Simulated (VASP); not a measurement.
Input of a VASP 6.6.1 run:

The input INCAR:

```
ALGO = Normal
DIPOL = 0.5 0.5 0.500
EDIFF = 1E-6
ENCUT = 520
GGA = PE
IDIPOL = 3
ISIF = 2
ISMEAR = 0
IVDW = 12
LASPH = T
LCHARG = F
LDIPOL = T
LREAL = F
LWAVE = F
NBANDS = 11
NELM = 100
PREC = Accurate
SIGMA = 0.1
```

The input KPOINTS:

```
k-points
0
Gamma
  21 21 1
```

POSCAR

```
C
1.0
    2.6140000000      0.0000000000      0.0000000000
   -1.3070000000      2.2637904055      0.0000000000
    0.0000000000      0.0000000000     26.0024170307
C
2
Direct
    0.6666666667      0.3333333333      0.5192289817
    0.3333333333      0.6666666667      0.4807710183
```

Potentials or basis: VASP PAW PBE potentials, release 64 (C).

Command:

```bash
$ cat potpaw_PBE.64/C/POTCAR > POTCAR
$ mpirun -np 1 vasp_std > vasp.out
```

Estimate the largest force.

8.220 eV/Å.

Estimate the band gap on the k mesh.

zero (band 4 reaches -2.97 eV, above the bottom of band 5 at -5.44 eV).

Forces in eV/Å, atoms in the order of the input:
```
C    0.000  0.000 -8.220
C    0.000  0.000  8.220
```
